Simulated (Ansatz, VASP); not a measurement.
# Al: VASP beside Ansatz

```
Al
1.0
     2.82220    0.00000    0.00000
    -1.41110    2.44410    0.00000
     0.00000    0.00000    9.26206
Al
4
Cartesian
  0.0000 0.0000 0.0000
  0.0000 1.6294 2.3155
  0.0000 0.0000 4.6310
  1.4111 0.8147 6.9465
```

Alike in both runs: task single point; functional r2SCAN; k mesh 12 × 12 × 4; occupations gaussian, width 0.15 eV; no spin polarisation.

|  | VASP | Ansatz |
| --- | --- | --- |
| version | VASP 6.6.1 | Ansatz 0.2.0 |
| potentials or method | VASP PAW PBE potentials, release 64 (Al), cutoff 520 eV | scalar-relativistic, plane waves, PAW |
| valence electrons in the cell | 12 | 12 |

```tsv
	VASP	Ansatz	Ansatz less VASP
gap on the k mesh at the Fermi level (eV)	none	none	-
pressure (GPa)	-0.3	0.0	+0.32
traceless stress, the component that is largest in VASP (GPa)	-0.91	-0.91	-0.001
```

VASP's potentials were made for PBE, not for r2SCAN. A gap of «none» marks a metal or a gap that the smearing closes. The functional is the same, so the differences come from potentials, cutoffs and numerics.
